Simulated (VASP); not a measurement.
A run of VASP 6.6.1 is set up as follows.

Contents of INCAR:

```
SYSTEM = Mg
ALGO = Normal
EDIFF = 1E-6
ENCUT = 520
GGA = PE
ISIF = 2
ISMEAR = 0
LASPH = .TRUE.
LCHARG = .TRUE.
LELF = .TRUE.
LREAL = .FALSE.
LVHAR = .TRUE.
LWAVE = .FALSE.
NBANDS = 9
NELM = 60
PREC = Accurate
SIGMA = 0.1
```

File KPOINTS:

```
k-points
0
G
  12 12 7
  0 0 0
```

File POSCAR:

```
Mg
1.0
    3.2088450500      0.0000000000      0.0000000000
   -1.6044225250      2.7789413301      0.0000000000
    0.0000000000      0.0000000000      5.1459161596
Mg
2
Direct
    0.3333333333      0.6666666667      0.2500000000
    0.6666666667      0.3333333333      0.7500000000
```

Potentials or basis: VASP PAW PBE potentials, release 64 (Mg).

Run with:

```sh
$ cat potpaw_PBE.64/Mg/POTCAR > POTCAR
$ mpirun -np 1 vasp_std > vasp.out
```

Q: Predict the pressure.

A: -0.2 GPa.

Q: Predict the band gap on the k mesh.

A: Zero (bands 2 and 3 overlap by 2.09 eV).

Stress tensor (GPa, compression positive):
```
-0.07  0.00  0.00
 0.00 -0.07  0.00
 0.00  0.00 -0.34
```
